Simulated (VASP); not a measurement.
# CdTe (F-43m) in VASP: notebook, part 2 of 2

VASP 6.6.1. The steps go on from the part before.

## (5) Single point, PBE (volume scaled by 0.920)

Input file INCAR:

```
SYSTEM = CdTe
ALGO = Normal ; EDIFF = 1E-6
ENCUT = 520 ; GGA = PE
ISIF = 2 ; ISMEAR = 0
LASPH = .True. ; LCHARG = .False.
LREAL = .False. ; LWAVE = .False.
NBANDS = 16 ; NELM = 80
PREC = Accurate ; SIGMA = 0.05
```

Input file KPOINTS:

```
k-points
0
Gamma
  10 10 10
  0 0 0
```

Input file POSCAR:

```
CdTe
1.0
    0.0000000000      3.2184751476      3.2184751476
    3.2184751476      0.0000000000      3.2184751476
    3.2184751476      3.2184751476      0.0000000000
Cd Te
1 1
Direct
    0.0000000000      0.0000000000      0.0000000000
    0.2500000000      0.2500000000      0.2500000000
```

Potentials or basis: VASP PAW PBE potentials, release 64 (Cd, Te).

Run with:

```console
$ cat potpaw_PBE.64/Cd/POTCAR potpaw_PBE.64/Te/POTCAR > POTCAR
$ mpirun -np 1 vasp_std > vasp.out
```

OUTCAR:

```text
SYSTEM = CdTe
   EDIFF = 1E-6
   ENCUT = 520
   GGA = PE
   ISIF = 2
   ISMEAR = 0
   LASPH = .True.
   LREAL = .False.
   NELM = 80
   PREC = Accurate

 ion  position               nearest neighbor table
   1  0.000  0.000  0.000-   2 2.79   2 2.79   2 2.79   2 2.79
   2  0.250  0.250  0.250-   1 2.79   1 2.79   1 2.79   1 2.79

  LATTYP: Found a face centered cubic cell.
 ALAT       =     6.4369502952

  Lattice vectors:

 A1 = (   0.0000000000,   3.2184751476,   3.2184751476)
 A2 = (   3.2184751476,   0.0000000000,   3.2184751476)
 A3 = (   3.2184751476,   3.2184751476,   0.0000000000)

Analysis of symmetry for initial positions (statically):
=====================================================================
 Subroutine PRICEL returns:
 Original cell was already a primitive cell.

 Routine SETGRP: Setting up the symmetry group for a
 face centered cubic supercell.

 Subroutine GETGRP returns: Found 24 space group operations
 (whereof 24 operations were pure point group operations)
 out of a pool of 48 trial point group operations.

The static configuration has the point symmetry T_d .

Analysis of symmetry for dynamics (positions and initial velocities):
=====================================================================
 Subroutine PRICEL returns:
 Original cell was already a primitive cell.

 Routine SETGRP: Setting up the symmetry group for a
 face centered cubic supercell.

 Subroutine GETGRP returns: Found 24 space group operations
 (whereof 24 operations were pure point group operations)
 out of a pool of 48 trial point group operations.

The dynamic configuration has the point symmetry T_d .

 Subroutine INISYM returns: Found 24 space group operations
 (whereof 24 operations are pure point group operations),
 and found     1 'primitive' translations

----------------------------------------------------------------------------------------

[... 111 lines left out ...]
     AMIX     =   0.40;   BMIX     =  1.00
     AMIX_MAG =   1.60;   BMIX_MAG =  1.00
  volume/ion in A,a.u.               =      33.34       224.98
  Fermi-wavevector in a.u.,A,eV,Ry     =   1.058048  1.999421 15.231263  1.119466
  Thomas-Fermi vector in A             =   2.193343
   LORBIT       =      0    0 simple, 1 ext, 2 COOP (PROOUT), +10 PAW based schemes
   GGA     = PE    functional components
   LHFCALC =     F    Hartree Fock is set to
   AEXX    =    0.0000 exact exchange contribution
   IVDW    =     0    specifies the selected vdW correction
   LEPSILON=     F    determine dielectric tensor
   LRPA    =     F    only Hartree local field effects (RPA)
 non-spin polarized calculation
 Gauss-broadening in eV      SIGMA  =   0.05
  energy-cutoff  :      520.00
  volume of cell :       66.68
 maximum number of plane-waves:      1823
 NGX is ok and might be reduce to    36
   NGX = 17   NGY = 17   NGZ = 17

 number of electron      17.9999994 magnetization

 Free energy of the ion-electron system (eV)
  ---------------------------------------------------
  ext. energy  EPLUGINS =         0.00000000
  ---------------------------------------------------
  free energy    TOTEN  =        -4.74860127 eV

  energy without entropy =       -4.74860127  energy(sigma->0) =       -4.74860127

 E-fermi :   2.7550     XC(G=0):  -8.6764

 val. band max:        2.5345555445   @ k =   0.0000   0.0000   0.0000
 cond. band min:       3.3694294751   @ k =   0.0000   0.0000   0.0000
 fundamental gap:      0.8348739306
 Fermi energy:         2.7550176809

 k-point     1 :       0.0000    0.0000    0.0000
  band No.  band energies     occupation
      1      -8.7584      2.00000
      2      -5.8230      2.00000
      3      -5.8230      2.00000
      4      -5.8230      2.00000
      5      -5.5468      2.00000
      6      -5.5468      2.00000
[... 433 lines left out ...]
      3      -5.6919      2.00000
      4      -5.6314      2.00000
      5      -5.5227      2.00000
      6      -5.2797      2.00000
[... 8 lines left out ...]
     15      13.0877      0.00000
     16      14.3228      0.00000

 [... further k-points ...]

------------------------ aborting loop because EDIFF is reached ----------------------------------------

  FORCE on cell =-STRESS in cart. coord.  units (eV):
  Direction    XX          YY          ZZ          XY          YZ          ZX
  --------------------------------------------------------------------------------------
  -------------------------------------------------------------------------------------
  Total        1.5487768      1.5487768      1.5487768     -0.0000000      0.0000000     -0.0000000
  in kB       37.2150797     37.2150797     37.2150797     -0.0000000      0.0000000     -0.0000000
  external PRESSURE =      37.2150797 kB  Pullay stress =       0.0000000 kB

 VOLUME and BASIS-vectors are now :
 -----------------------------------------------------------------------------
  energy-cutoff  :      520.00
  volume of cell :       66.68
      direct lattice vectors                 reciprocal lattice vectors
     0.000000000  3.218475148  3.218475148    -0.155353072  0.155353072  0.155353072
     3.218475148  0.000000000  3.218475148     0.155353072 -0.155353072  0.155353072
     3.218475148  3.218475148  0.000000000     0.155353072  0.155353072 -0.155353072

 POSITION                                       TOTAL-FORCE (eV/Angst)
 -----------------------------------------------------------------------------------
      0.00000      0.00000      0.00000        -0.000000     -0.000000     -0.000000
      1.60924      1.60924      1.60924         0.000000      0.000000      0.000000
 -----------------------------------------------------------------------------------
    total drift:                               -0.000000     -0.000000     -0.000000

  FREE ENERGIE OF THE ION-ELECTRON SYSTEM (eV)
  ---------------------------------------------------
  free  energy   TOTEN  =        -4.7486012749 eV

  energy  without entropy=       -4.7486012749  energy(sigma->0) =       -4.74860127
```

OSZICAR:

```text
N       E                     dE             d eps       ncg     rms          rms(c)
DAV:   1     0.100858412478E+03    0.10086E+03   -0.82707E+03  1520   0.972E+02
DAV:   2    -0.140556519396E+01   -0.10226E+03   -0.97588E+02  1792   0.238E+02
DAV:   3    -0.494385272255E+01   -0.35383E+01   -0.35327E+01  1872   0.458E+01
DAV:   4    -0.497623059165E+01   -0.32378E-01   -0.32377E-01  2320   0.386E+00
DAV:   5    -0.497631832701E+01   -0.87735E-04   -0.87735E-04  1880   0.178E-01    0.587E+00
DAV:   6    -0.476293766563E+01    0.21338E+00   -0.36884E-01  1832   0.745E+00    0.475E+00
DAV:   7    -0.474736877035E+01    0.15569E-01   -0.11101E-01  1736   0.217E+00    0.177E+00
DAV:   8    -0.474821028511E+01   -0.84151E-03   -0.11264E-02  1712   0.122E+00    0.482E-01
DAV:   9    -0.474850971946E+01   -0.29943E-03   -0.96334E-04  1848   0.336E-01    0.115E-01
DAV:  10    -0.474856536127E+01   -0.55642E-04   -0.11279E-04  1888   0.102E-01    0.558E-02
DAV:  11    -0.474860224753E+01   -0.36886E-04   -0.73161E-05  1768   0.590E-02    0.346E-02
DAV:  12    -0.474860127495E+01    0.97259E-06   -0.29706E-06  1808   0.156E-02
   1 F= -.47486013E+01 E0= -.47486013E+01  d E =-.304935E-12
```

It took 18 s on 1 thread of Intel Xeon 6975P-C (Granite Rapids), shared host; peak memory 0.22 GiB.

What came out:

- Free energy: -4.7486 eV
- Pressure: 3.7 GPa
- Band gap on the k mesh: 0.83 eV, direct

Caveat: spin-orbit coupling is left out, which moves the levels of the heavy elements.

## (6) Overview

```csv
cell,gap on the mesh (eV),pressure (GPa)
"a = 4.344 Å, angles 60.0°, 2 atoms",1.27,13.6
"a = 4.416 Å, angles 60.0°, 2 atoms",1.12,9.5
"a = 4.485 Å, angles 60.0°, 2 atoms",0.97,6.3
"a = 4.552 Å, angles 60.0°, 2 atoms",0.83,3.7
```

Alike in all rows: task single point; level PBE; potentials or basis VASP PAW PBE potentials, release 64 (Cd, Te); no spin polarisation; k mesh 10 × 10 × 10; cutoff (eV) 520; smearing gaussian 0.05 eV.

Caveats: spin-orbit coupling is left out, which moves the levels of the heavy elements.

Absolute energies hang on the potentials; compare differences alone.
